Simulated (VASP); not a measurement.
# SiC (P6_3mc) in VASP: further runs, part 2 of 2

VASP 6.6.1. The steps go on from the part before.

### 5 Single point, r2SCAN

This run uses another cell than the first one, of 10.72 Å³/atom, 1.037 times its volume.

Input file POSCAR:

```
SiC
1.0
    3.1368035232      0.0000000000      0.0000000000
   -1.5684017616      2.7165515377      0.0000000000
    0.0000000000      0.0000000000      5.0319412883
Si C
2 2
Direct
    0.3333333333      0.6666666667      0.4985728752
    0.6666666667      0.3333333333      0.9985728752
    0.3333333333      0.6666666667      0.8764271248
    0.6666666667      0.3333333333      0.3764271248
```

Input file INCAR.step1:

```
ALGO     = Normal         # electronic algorithm
EDIFF    = 1E-4           # SCF threshold, eV
ENCUT    = 520            # plane-wave cutoff, eV
GGA      = PE             # functional
ISMEAR   = 0              # smearing method
LASPH    = T              # aspherical terms in the spheres
LCHARG   = F              # write CHGCAR
LREAL    = F              # projectors in reciprocal space
LWAVE    = T              # write WAVECAR
NBANDS   = 16             # bands
NELM     = 80             # most SCF steps
PREC     = Accurate       # precision mode
SIGMA    = 0.02           # smearing width, eV
```

Input file INCAR.step2:

```
ALGO     = Normal         # electronic algorithm
EDIFF    = 1E-6           # SCF threshold, eV
ENCUT    = 520            # plane-wave cutoff, eV
ISIF     = 2              # what is computed and relaxed
ISMEAR   = 0              # smearing method
ISTART   = 1            
LASPH    = T              # aspherical terms in the spheres
LCHARG   = F              # write CHGCAR
LMIXTAU  = T            
LREAL    = F              # projectors in reciprocal space
LWAVE    = F              # write WAVECAR
METAGGA  = R2SCAN         # meta-GGA
NBANDS   = 16             # bands
NELM     = 80             # most SCF steps
PREC     = Accurate       # precision mode
SIGMA    = 0.02           # smearing width, eV
```

Input file KPOINTS:

```
k-points
0
Gamma
  12 12 6
```

Run with:

```
$ cat potpaw_PBE.64/Si/POTCAR potpaw_PBE.64/C/POTCAR > POTCAR
$ cp INCAR.step1 INCAR
$ mpirun -np 1 vasp_std > vasp.out
$ cp INCAR.step2 INCAR
$ mpirun -np 1 vasp_std > vasp.out
```

Run time: 2.5 min. Hardware: 1 thread of Intel Xeon Platinum 8375C at 2.90GHz (Ice Lake), shared host; peak memory 0.18 GiB.

The run converged. Its results:

```yaml
Free_energy: -38.5744 eV
Pressure: -7.9 GPa
Band_gap_on_the_k_mesh: 2.79 eV, indirect (least direct gap 4.20 eV)
```

Stress tensor (GPa, compression positive):
```
-11.77   0.00   0.00
  0.00 -11.77   0.00
  0.00   0.00  -0.09
```

Levels at points of the mesh, in eV from the valence-band top:
| k point | band 4 | band 5 | band 6 | band 7 | band 8 | band 9 | band 10 | band 11 | band 12 | band 13 |
| --- | --- | --- | --- | --- | --- | --- | --- | --- | --- | --- |
| (0.00, 0.00, 0.00) | -1.56 | -1.56 | -0.08 | -0.08 | 0.00 | 4.65 | 6.57 | 6.74 | 6.74 | 8.15 |
| (0.50, 0.00, 0.00) | -6.37 | -5.52 | -3.56 | -3.28 | -1.26 | 2.94 | 4.75 | 7.13 | 7.42 | 10.83 |
| (0.00, 0.00, 0.50) | -4.39 | -0.88 | -0.88 | -0.88 | -0.88 | 5.85 | 5.85 | 7.48 | 7.48 | 7.48 |
| (0.50, 0.00, 0.50) | -8.42 | -2.62 | -2.62 | -2.30 | -2.30 | 3.66 | 3.66 | 5.69 | 5.69 | 10.89 |

Caveat: the PAW data sets were made with another functional, which shifts forces and pressure a little.

### 6 Relaxation of cell and atoms, r2SCAN, target pressure 4 GPa, at which the enthalpy is minimised

This run uses another cell than the first one, of 10.16 Å³/atom, 0.983 times its volume.

Input file POSCAR:

```
SiC
1.0
    3.0577903148      0.0000000000      0.0000000000
   -1.5288951574      2.6481240921      0.0000000000
    0.0000000000      0.0000000000      5.0199095835
Si C
2 2
Direct
    0.3333333333      0.6666666667      0.4996069556
    0.6666666667      0.3333333333      0.9996069556
    0.3333333333      0.6666666667      0.8753930444
    0.6666666667      0.3333333333      0.3753930444
```

Input file INCAR.step1:

```
SYSTEM = SiC
PREC = Accurate
ENCUT = 600
ISMEAR = 0
SIGMA = 0.02
LREAL = .FALSE.
LASPH = .TRUE.
NELM = 80
GGA = PE
ALGO = Normal
EDIFF = 1E-4
LWAVE = .TRUE.
LCHARG = .FALSE.
```

Input file INCAR.step2:

```
SYSTEM = SiC
PREC = Accurate
ENCUT = 600
EDIFF = 1E-6
ISMEAR = 0
SIGMA = 0.02
LREAL = .FALSE.
LASPH = .TRUE.
NELM = 80
ALGO = Normal
ISIF = 3
LWAVE = .FALSE.
LCHARG = .FALSE.
METAGGA = R2SCAN
LMIXTAU = .TRUE.
IBRION = 2
NSW = 70
EDIFFG = -0.008
PSTRESS = 40.0
ISTART = 1
```

Input file KPOINTS:

```
Automatic mesh
0
G
  12 12 6
  0 0 0
```

Potentials or basis: VASP PAW PBE potentials, release 64 (Si, C).

Run with:

```
$ cat potpaw_PBE.64/Si/POTCAR potpaw_PBE.64/C/POTCAR > POTCAR
$ cp INCAR.step1 INCAR
$ mpirun -np 1 vasp_std > vasp.out
$ cp INCAR.step2 INCAR
$ mpirun -np 1 vasp_std > vasp.out
```

Wall time 93 s (1 thread of Intel Xeon Platinum 8559C (Emerald Rapids), shared host); peak memory 0.18 GiB.

Results (log left out):

```yaml
Free_energy: -38.6325 eV
Relaxed_volume: 10.15 Å³/atom
Relaxed_cell: a = 3.056 Å, b = 3.056 Å, c = 5.017 Å, α = 90.00°, β = 90.00°, γ = 120.00°
Space_group_after_relaxing_to_0.05_Å: P6_3mc (No. 186)
Energy_change_on_relaxing_the_enthalpy_is_what_falls: +0.4 meV/atom
Ionic_steps: 3
Pressure_after_relaxing: 4.0 GPa
Band_gap_on_the_k_mesh: 2.63 eV, indirect (least direct gap 4.53 eV)
```

Step by step:
```csv
step,energy change (eV),largest force (eV/Å),pressure (GPa),volume (Å³)
1,0.0000,0.0021,3.64,40.65
2,0.0033,0.0056,4.44,40.52
3,0.0014,0.0017,4.02,40.59
```

Final structure:
```
CELL_PARAMETERS angstrom
3.05650 0.00000 0.00000
-1.52825 2.64700 0.00000
0.00000 0.00000 5.01680
ATOMIC_POSITIONS crystal
Si 0.33333 0.66667 0.49962
Si 0.66667 0.33333 0.99962
C 0.33333 0.66667 0.87538
C 0.66667 0.33333 0.37538
```

Levels at points of the mesh, in eV from the valence-band top:
```csv
k point,band 5,band 6,band 7,band 8,band 9,band 10,band 11,band 12
"(0.00, 0.00, 0.00)",-1.39,-0.12,0.00,0.00,5.55,6.98,7.31,7.31
"(0.50, 0.00, 0.00)",-5.69,-3.52,-3.41,-1.26,3.27,4.69,7.62,7.72
"(0.00, 0.00, 0.50)",-0.75,-0.75,-0.75,-0.75,6.67,6.67,8.00,8.00
"(0.50, 0.00, 0.50)",-2.59,-2.59,-2.46,-2.46,3.77,3.77,5.88,5.88
```

Caveat: the cell is relaxed towards a set pressure, so the enthalpy falls and the energy may rise; the PAW data sets were made with another functional, which shifts forces and pressure a little. A k mesh can miss the band edges.

### 7 Overview

| task | cell | cutoff (eV) | gap on the mesh (eV) | pressure (GPa) |
| --- | --- | --- | --- | --- |
| single point | a = 3.075, b = 3.075, c = 5.048 Å, angles 90.0, 90.0, 120.0°, 4 atoms | 520 | 2.66 | -0.2 |
| single point | a = 3.137, b = 3.137, c = 4.988 Å, angles 90.0, 90.0, 120.0°, 4 atoms | 520 | 2.80 | -5.9 |
| single point | a = 3.137, b = 3.137, c = 5.032 Å, angles 90.0, 90.0, 120.0°, 4 atoms | 520 | 2.79 | -7.9 |
| relaxation of cell and atoms | relaxed to 4 GPa from a = 3.058, b = 3.058, c = 5.020 Å, angles 90.0, 90.0, 120.0°, 4 atoms | 600 | 2.63 | 4.0 |

Alike in all rows: level r2SCAN; potentials or basis VASP PAW PBE potentials, release 64 (Si, C); no spin polarisation; k mesh 12 × 12 × 6; smearing gaussian 0.02 eV.

Caveats: the PAW data sets were made with another functional, which shifts forces and pressure a little; the cell is relaxed towards a set pressure, so the enthalpy falls and the energy may rise (some runs).

Absolute energies hang on the potentials; compare differences alone.
